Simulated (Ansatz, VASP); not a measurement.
**Two plane-wave programs on ScW**

```
Sc W
1.0
     2.78471    0.00000    0.00000
     0.00000    2.78471    0.00000
     0.00000    0.00000    4.75401
Sc W
1 1
Cartesian
  1.3924 1.3924 2.3770
  0.0000 0.0000 0.0000
```

Alike in both runs: functional PBE; k mesh 18 × 18 × 14; occupations gaussian, width 0.1 eV; no spin polarisation.

Ansatz relaxed the structure, and its values are those at the end. VASP's run is a single point on that final structure, the one shown.

```csv
,VASP,Ansatz
version,VASP 6.6.1,Ansatz 0.2.0
potentials or method,"VASP PAW PBE potentials, release 64 (Sc_sv, W_sv), cutoff 520 eV","scalar-relativistic, plane waves, PAW"
valence electrons in the cell,25,25
```

Ansatz gave:

| Property | Result |
| --- | --- |
| gap on the k mesh at the Fermi level (eV) | none |
| pressure (GPa) | 0.0 |

Q: Estimate VASP's values.

A: gap on the k mesh at the Fermi level (eV): none; pressure (GPa): 0.2.

A gap of «none» marks a metal or a gap that the smearing closes.

Neither program's run includes spin-orbit coupling.
